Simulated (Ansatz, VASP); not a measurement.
## MgO in VASP and in Ansatz

Contents of INCAR:

```
SYSTEM = MgO
PREC = Accurate
ENCUT = 520
EDIFF = 1E-6
ISMEAR = 0
SIGMA = 0.05
LREAL = .False.
LASPH = .True.
NELM = 60
ALGO = Normal
ISIF = 2
LWAVE = .False.
LCHARG = .False.
GGA = PE
NBANDS = 11
```

Contents of KPOINTS:

```
regular mesh
0
Gamma
  10 10 10
  0 0 0
```

File POSCAR:

```
MgO
1.0
    0.0000000000      2.0987656548      2.0987656548
    2.0987656548      0.0000000000      2.0987656548
    2.0987656548      2.0987656548      0.0000000000
Mg O
1 1
Direct
    0.0000000000      0.0000000000      0.0000000000
    0.5000000000      0.5000000000      0.5000000000
```

Input for Ansatz:

```yaml
crystal:
  lattice:
    - [0.0, 2.0987656548, 2.0987656548]
    - [2.0987656548, 0.0, 2.0987656548]
    - [2.0987656548, 2.0987656548, 0.0]
  atoms:
    - { symbol: Mg, position: [0.0, 0.0, 0.0] }
    - { symbol: O, position: [0.5, 0.5, 0.5] }
basis:
  ecutwfc: 420
  ecutrho_ratio: 4
kpoints:
  mp_grid: { grid: [10, 10, 10] }
hamiltonian:
  xc: pbe
scf:
  occupations: { method: gaussian, width: 0.05 }
output:
  forces: true
  stress: true
  eigenvalues: true
```

Alike in both runs: task single point; functional PBE; k mesh 10 × 10 × 10; occupations gaussian, width 0.05 eV; no spin polarisation.

|  | VASP | Ansatz |
| --- | --- | --- |
| version | VASP 6.6.1 | Ansatz 0.2.0 |
| potentials or method | VASP PAW PBE potentials, release 64 (Mg, O), cutoff 520 eV | scalar-relativistic, plane waves, PAW |
| valence electrons in the cell | 8 | 16 |

Ansatz gave:

- gap on the k mesh at the Fermi level (eV): 4.84
- least direct gap on the mesh (eV): 4.84
- pressure (GPa): 6.5

**Question.** What did VASP give for the same quantities?

**Answer.** gap on the k mesh at the Fermi level (eV): 4.83; least direct gap on the mesh (eV): 4.83; pressure (GPa): 5.7.

VASP's potentials hold 8 valence electrons a cell and Ansatz's 16, so a difference there can come from the potentials and not from the codes.
